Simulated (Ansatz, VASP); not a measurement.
## One calculation of Co3BI, two programs

```xyz
5
Lattice="4.0410 0.0000 0.0000 0.0000 4.0410 0.0000 0.0000 0.0000 5.1219" Properties=species:S:1:pos:R:3 pbc="T T T"
Co    2.0205    2.0205    0.6151
Co    0.0000    2.0205    2.6680
Co    2.0205    0.0000    2.6680
B     2.0205    2.0205    3.4829
I     0.0000    0.0000    0.0000
```

Alike in both runs: task single point; functional r2SCAN; k mesh 8 × 8 × 7; occupations fermi-dirac, width 0.0602 eV; no spin polarisation.

|  | VASP | Ansatz |
| --- | --- | --- |
| version | VASP 6.6.1 | Ansatz 0.2.0 |
| potentials or method | VASP PAW PBE potentials, release 64 (Co, B, I), cutoff 520 eV | PAW plane waves |
| valence electrons in the cell | 37 | 71 |

VASP gave:

| Property | Result |
| --- | --- |
| pressure (GPa) | -23.3 |
| rms of the force components (eV/Å) | 0.424 |

**Question.** What did Ansatz give for the same quantities?

**Answer.** Pressure (GPa): -23.5; rms of the force components (eV/Å): 0.423.

VASP's potentials were made for PBE, not for r2SCAN. VASP's potentials hold 37 valence electrons a cell and Ansatz's 71, so a difference there can come from the potentials and not from the codes.

Spin-orbit coupling is off throughout.
